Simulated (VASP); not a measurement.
Rh:

```xyz
4
Lattice="2.6892 0.0000 0.0000 -1.3446 2.3289 0.0000 0.0000 0.0000 8.7829" Properties=species:S:1:pos:R:3 pbc="T T T"
Rh    0.0000    0.0000    0.0000
Rh    0.0000    0.0000    4.3915
Rh    0.0000    1.5526    2.1957
Rh    1.3446    0.7763    6.5872
```

This isn't the form of Rh at room conditions, which is fcc.

```yaml
Program: VASP 6.6.1
Task: relaxation of cell and atoms
Functional: RPBE
Potentials_or_basis: VASP PAW PBE potentials, release 64 (Rh_pv)
Cutoff: 600 eV
k_mesh: 13 × 13 × 4
Occupations: fermi-dirac, width 0.1 eV
Spin: no spin polarisation
```

At the start: pressure 11.3 GPa; volume 13.75 Å³/atom.

Q: How do energy, volume and symmetry change on relaxing?

A: Over 9 steps the energy falls by 20.5 meV/atom and the volume is 14.36 Å³/atom (+4.4 %); space group P6_3/mmc (No. 194, to 0.1 Å) before and after.

Step by step:
| step | energy change (eV) | largest force (eV/Å) | pressure (GPa) | volume (Å³) |
| --- | --- | --- | --- | --- |
| 1 | 0.0000 | 0.0000 | 11.32 | 55.01 |
| 2 | 0.2548 | 0.0000 | -17.14 | 63.11 |
| 3 | -0.0817 | 0.0000 | -0.33 | 57.51 |
| 4 | -0.0818 | 0.0000 | -0.05 | 57.44 |
| 5 | -0.0818 | 0.0000 | 0.16 | 57.39 |
| 6 | -0.0818 | 0.0000 | 0.16 | 57.39 |
| 7 | -0.0818 | 0.0000 | 0.17 | 57.39 |
| 8 | -0.0818 | 0.0000 | -0.16 | 57.47 |
| 9 | -0.0818 | 0.0000 | -0.01 | 57.43 |

Final structure:
```xyz
4
Lattice="2.7295 0.0000 0.0000 -1.3648 2.3639 0.0000 0.0000 0.0000 8.9007" Properties=species:S:1:pos:R:3 pbc="T T T"
Rh    0.0000    0.0000    0.0000
Rh    0.0000    0.0000    4.4503
Rh    0.0000    1.5759    2.2252
Rh    1.3648    0.7880    6.6755
```

Caveat: the PAW data sets were made with another functional, which shifts forces and pressure a little.
